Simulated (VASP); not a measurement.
# TiPt3 in VASP: notebook, part 2 of 2

VASP 6.6.1. The steps go on from the part before.

## Step 4: Single point, PBE

The input, INCAR:

```
SYSTEM = TiPt3
PREC = Accurate ; ENCUT = 520
EDIFF = 1E-7 ; ISMEAR = 0
SIGMA = 0.05 ; LREAL = .False.
LASPH = .True. ; NELM = 100
ALGO = Fast ; ISIF = 2
LWAVE = .False. ; LCHARG = .True.
GGA = PE ; LELF = .True.
LVHAR = .True. ; NBANDS = 29
```

The input, KPOINTS:

```
Automatic mesh
0
Gamma
  10 10 10
  0 0 0
```

The input, POSCAR:

```
TiPt3
1.0
    3.8970000000      0.0000000000      0.0000000000
    0.0000000000      3.8970000000      0.0000000000
    0.0000000000      0.0000000000      3.8970000000
Ti Pt
1 3
Direct
    0.0000000000      0.0000000000      0.0000000000
    0.0000000000      0.5000000000      0.5000000000
    0.5000000000      0.0000000000      0.5000000000
    0.5000000000      0.5000000000      0.0128303823
```

Potentials or basis: VASP PAW PBE potentials, release 64 (Ti_sv, Pt).

The run is started by

```
$ cat potpaw_PBE.64/Ti_sv/POTCAR potpaw_PBE.64/Pt/POTCAR > POTCAR
$ mpirun -np 1 vasp_std > vasp.out
```

OUTCAR:

```text
SYSTEM = TiPt3
   PREC = Accurate
   ENCUT = 520
   EDIFF = 1E-7
   ISMEAR = 0
   LREAL = .False.
   LASPH = .True.
   NELM = 100
   ISIF = 2
   GGA = PE

 ion  position               nearest neighbor table
   1  0.000  0.000  0.000-   2 2.76   3 2.76   2 2.76   3 2.76   2 2.76   2 2.76   3 2.76   3 2.76
                             4 2.76   4 2.76   4 2.76   4 2.76
   2  0.000  0.500  0.500-   4 2.72   4 2.72   1 2.76   1 2.76   1 2.76   3 2.76   1 2.76   3 2.76
                             3 2.76   3 2.76   4 2.79   4 2.79
   3  0.500  0.000  0.500-   4 2.72   4 2.72   1 2.76   1 2.76   2 2.76   2 2.76   1 2.76   2 2.76
                             1 2.76   2 2.76   4 2.79   4 2.79
   4  0.500  0.500  0.013-   2 2.72   3 2.72   3 2.72   2 2.72   1 2.76   1 2.76   1 2.76   1 2.76
                             2 2.79   3 2.79   2 2.79   3 2.79

  LATTYP: Found a simple cubic cell.
 ALAT       =     3.8970000000

  Lattice vectors:

 A1 = (   3.8970000000,   0.0000000000,   0.0000000000)
 A2 = (   0.0000000000,   3.8970000000,   0.0000000000)
 A3 = (   0.0000000000,   0.0000000000,   3.8970000000)

Analysis of symmetry for initial positions (statically):
=====================================================================
 Subroutine PRICEL returns:
 Original cell was already a primitive cell.

 Routine SETGRP: Setting up the symmetry group for a
 simple cubic supercell.

 Subroutine GETGRP returns: Found  8 space group operations
 (whereof  8 operations were pure point group operations)
 out of a pool of 48 trial point group operations.

The static configuration has the point symmetry C_4v.

Analysis of symmetry for dynamics (positions and initial velocities):
=====================================================================
 Subroutine PRICEL returns:
 Original cell was already a primitive cell.

 Routine SETGRP: Setting up the symmetry group for a
 simple cubic supercell.

 Subroutine GETGRP returns: Found  8 space group operations
 (whereof  8 operations were pure point group operations)
 out of a pool of 48 trial point group operations.

The dynamic configuration has the point symmetry C_4v.

 Subroutine INISYM returns: Found  8 space group operations
 (whereof  8 operations are pure point group operations),
 and found     1 'primitive' translations

----------------------------------------------------------------------------------------

                                     Primitive cell

  volume of cell :      59.1822

  direct lattice vectors                    reciprocal lattice vectors
     3.897000000  0.000000000  0.000000000     0.256607647  0.000000000  0.000000000
     0.000000000  3.897000000  0.000000000     0.000000000  0.256607647  0.000000000
     0.000000000  0.000000000  3.897000000     0.000000000  0.000000000  0.256607647

  length of vectors
     3.897000000  3.897000000  3.897000000     0.256607647  0.256607647  0.256607647

  position of ions in fractional coordinates (direct lattice)
     0.000000000  0.000000000  0.000000000
     0.000000000  0.500000000  0.500000000
     0.500000000  0.000000000  0.500000000
     0.500000000  0.500000000  0.012830382

  ion indices of the primitive-cell ions
   primitive index   ion index
                 1           1
                 2           2
[... 30 lines left out ...]
            Coordinates               Weight
  0.000000  0.000000  0.000000      1.000000
  0.100000  0.000000  0.000000      4.000000
  0.000000  0.000000  0.100000      2.000000
  0.200000  0.000000  0.000000      4.000000
  0.000000  0.000000  0.200000      2.000000
  0.300000  0.000000  0.000000      4.000000
[... 16 lines left out ...]
  0.500000  0.100000  0.000000      4.000000
  0.000000  0.500000  0.100000      4.000000
 [... further k-points ...]
   k-points           NKPTS =    126   k-points in BZ     NKDIM =    126   number of bands    NBANDS=     29
   number of dos      NEDOS =    301   number of ions     NIONS =      4
   total plane-waves  NPLWV =  27000
   dimension x,y,z NGX =    30 NGY =   30 NGZ =   30
   dimension x,y,z NGXF=    60 NGYF=   60 NGZF=   60
   ions per type =               1   3
   NGX,Y,Z   is equivalent  to a cutoff of  12.80, 12.80, 12.80 a.u.
   NGXF,Y,Z  is equivalent  to a cutoff of  25.60, 25.60, 25.60 a.u.
 SYSTEM =  TiPt3
   PREC   = accura    normal or accurate (medium, high low for compatibility)
   ISTART =      0    job   : 0-new  1-cont  2-samecut
   ICHARG =      2    charge: 1-file 2-atom 10-const
   ISPIN  =      1    spin polarized calculation?
   LNONCOLLINEAR =      F non collinear calculations
   LSORBIT =      F    spin-orbit coupling
   LASPH  =      T    aspherical Exc in radial PAW
   ENCUT  =  520.0 eV  38.22 Ry    6.18 a.u.   7.25  7.25  7.25*2*pi/ulx,y,z
   NELM   =    100;   NELMIN=  2; NELMDL= -5     # of ELM steps
   EDIFF  = 0.1E-06   stopping-criterion for ELM
   LREAL  =      F    real-space projection
   EDIFFG = 0.1E-05   stopping-criterion for IOM
   NSW    =      0    number of steps for IOM
   IBRION =     -1    ionic relax: 0-MD 1-quasi-New 2-CG
   NFREE  =      0    steps in history (QN), initial steepest desc. (CG)
   ISIF   =      2    stress and relaxation
   ISYM   =      2    0-nonsym 1-usesym 2-fastsym
   POTIM  = 0.5000    time-step for ionic-motion
   TEBEG  =    0.0;   TEEND  =   0.0 temperature during run
   PSTRESS=    0.0 pullay stress
   NELECT =      42.0000    total number of electrons
   NUPDOWN=      -1.0000    fix difference up-down
   EMIN   =  10.00;   EMAX   =-10.00  energy-range for DOS
   EFERMI =   0.00;   METHOD = LEGACY
   ISMEAR =     0;   SIGMA  =   0.05  broadening in eV -4-tet -1-fermi 0-gaus
   EFERMI_NEDOS =   21; number of points for ismear=-14 and -15
   IALGO  =     68    algorithm
   IMIX   =      4    mixing-type and parameters
     AMIX     =   0.40;   BMIX     =  1.00
     AMIX_MAG =   1.60;   BMIX_MAG =  1.00
  volume/ion in A,a.u.               =      14.80        99.85
  Fermi-wavevector in a.u.,A,eV,Ry     =   1.460251  2.759474 29.012153  2.132333
  Thomas-Fermi vector in A             =   2.576723
   LORBIT       =      0    0 simple, 1 ext, 2 COOP (PROOUT), +10 PAW based schemes
   GGA     = PE    functional components
   LHFCALC =     F    Hartree Fock is set to
   AEXX    =    0.0000 exact exchange contribution
   IVDW    =     0    specifies the selected vdW correction
   LEPSILON=     F    determine dielectric tensor
   LRPA    =     F    only Hartree local field effects (RPA)
 non-spin polarized calculation
 RMM-DIIS sequential band-by-band and
 Gauss-broadening in eV      SIGMA  =   0.05
  energy-cutoff  :      520.00
  volume of cell :       59.18
 maximum number of plane-waves:      1628
 NGX is ok and might be reduce to    30
   NGX = 15   NGY = 15   NGZ = 15

 number of electron      41.9999997 magnetization

 Free energy of the ion-electron system (eV)
  ---------------------------------------------------
  ext. energy  EPLUGINS =         0.00000000
  ---------------------------------------------------
  free energy    TOTEN  =       -29.47016910 eV

  energy without entropy =      -29.46854087  energy(sigma->0) =      -29.46935499

 E-fermi :  11.8875     XC(G=0): -13.2829

 val. band max:       11.8604587578   @ k =   0.0000   0.5000   0.1000
 cond. band min:      11.8941866815   @ k =   0.3000   0.0000   0.0000
 fundamental gap:      0.0337279238
 Fermi energy:        11.8875446010

 k-point     1 :       0.0000    0.0000    0.0000
  band No.  band energies     occupation
      1     -46.3213      2.00000
      2     -22.5406      2.00000
      3     -22.5401      2.00000
      4     -22.5401      2.00000
      5       1.6426      2.00000
      6       4.4350      2.00000
[... 757 lines left out ...]
     28      18.9673      0.00000
     29      19.9479      0.00000

 [... further k-points ...]

------------------------ aborting loop because EDIFF is reached ----------------------------------------

  FORCE on cell =-STRESS in cart. coord.  units (eV):
  Direction    XX          YY          ZZ          XY          YZ          ZX
  --------------------------------------------------------------------------------------
  -------------------------------------------------------------------------------------
  Total        3.6582207      3.6582207      3.7028029      0.0000000     -0.0000000      0.0000000
  in kB       99.0351268     99.0351268    100.2420537      0.0000000     -0.0000000      0.0000000
  external PRESSURE =      99.4374358 kB  Pullay stress =       0.0000000 kB

 VOLUME and BASIS-vectors are now :
 -----------------------------------------------------------------------------
  energy-cutoff  :      520.00
  volume of cell :       59.18
      direct lattice vectors                 reciprocal lattice vectors
     3.897000000  0.000000000  0.000000000     0.256607647  0.000000000  0.000000000
     0.000000000  3.897000000  0.000000000     0.000000000  0.256607647  0.000000000
     0.000000000  0.000000000  3.897000000     0.000000000  0.000000000  0.256607647

 POSITION                                       TOTAL-FORCE (eV/Angst)
 -----------------------------------------------------------------------------------
      0.00000      0.00000      0.00000         0.000000      0.000000      0.043375
      0.00000      1.94850      1.94850        -0.000000      0.000000      0.367307
      1.94850      0.00000      1.94850         0.000000      0.000000      0.367307
      1.94850      1.94850      0.05000        -0.000000     -0.000000     -0.777990
 -----------------------------------------------------------------------------------
    total drift:                                0.000000      0.000000     -0.000026

  FREE ENERGIE OF THE ION-ELECTRON SYSTEM (eV)
  ---------------------------------------------------
  free  energy   TOTEN  =       -29.4701691028 eV

  energy  without entropy=      -29.4685408731  energy(sigma->0) =      -29.46935499
```

OSZICAR:

```text
N       E                     dE             d eps       ncg     rms          rms(c)
DAV:   1     0.379190846272E+03    0.37919E+03   -0.20862E+04  7308   0.156E+03
DAV:   2    -0.483017333290E+01   -0.38402E+03   -0.36512E+03  7721   0.407E+02
DAV:   3    -0.315720068312E+02   -0.26742E+02   -0.25421E+02  9067   0.102E+02
[... 38 lines left out ...]
RMM:  42    -0.294701688574E+02   -0.22396E-06   -0.27925E-06  6429   0.310E-03    0.290E-03
RMM:  43    -0.294701689446E+02   -0.87211E-07   -0.15348E-06  6433   0.303E-03    0.263E-03
RMM:  44    -0.294701689970E+02   -0.52378E-07   -0.12422E-06  6472   0.308E-03    0.234E-03
RMM:  45    -0.294701690709E+02   -0.73894E-07   -0.14605E-06  6562   0.317E-03    0.183E-03
RMM:  46    -0.294701691028E+02   -0.31916E-07   -0.99088E-07  6945   0.317E-03
   1 F= -.29470169E+02 E0= -.29469355E+02  d E =-.162823E-02
```

stdout:

```text
POSCAR found type information on POSCAR TiPt
 POSCAR found :  2 types and       4 ions
[... 27 lines left out ...]
 num prob  num prob  num prob  num prob  num prob  num prob  num prob  num prob  num prob  num prob  num prob  num prob  num prob  num prob  num prob RMM:  23    -0.294701414027E+02   -0.39119E-05   -0.48492E-05  9638   0.111E-02    0.424E-03
 num prob  num prob  num prob  num prob  num prob  num prob WARNING in EDDRMM: call to ZHEGV failed, returncode =   6  3     16
 num prob  num prob  num prob  num prob  num prob  num prob WARNING in EDDRMM: call to ZHEGV failed,
```

Run time: 22 min. Hardware: 1 thread of AMD EPYC 7R13, shared host; peak memory 0.29 GiB.

Results:

```
Free energy            : -29.4702 eV
Pressure               : 9.9 GPa
Largest force          : 0.778 eV/Å
Band gap on the k mesh : zero (bands 21 and 22 overlap by 1.78 eV)
```

Forces on the atoms (eV/Å):
```
Ti   0.000  0.000  0.043
Pt   0.000  0.000  0.367
Pt   0.000  0.000  0.367
Pt   0.000  0.000 -0.778
```

Levels at points of the mesh, in eV from the Fermi level:
```csv
k point,band 17,band 18,band 19,band 20,band 21,band 22,band 23,band 24,band 25,band 26
"(0.00, 0.00, 0.00)",-0.55,0.02,0.02,0.02,1.33,1.38,1.57,1.57,1.63,2.00
"(0.50, 0.00, 0.00)",-2.69,-2.67,-2.63,-1.41,-0.27,-0.22,0.07,0.44,0.75,1.97
"(0.00, 0.00, 0.50)",-2.70,-2.70,-2.63,-1.40,-0.23,-0.23,0.03,0.44,0.75,1.97
"(0.50, 0.50, 0.00)",-3.14,-3.14,-2.48,-2.33,-2.24,0.18,0.18,0.35,1.49,1.49
"(0.00, 0.50, 0.50)",-3.15,-3.13,-2.48,-2.32,-2.29,0.19,0.20,0.35,1.49,1.49
"(0.50, 0.50, 0.50)",-0.99,-0.73,-0.73,-0.71,-0.46,-0.45,-0.45,1.17,1.18,1.18
```

Caveat: the cell stands under pressure; spin-orbit coupling is left out, which moves the levels of the heavy elements.

The gap in the log of VASP goes by the Fermi energy; the results here count the filled bands.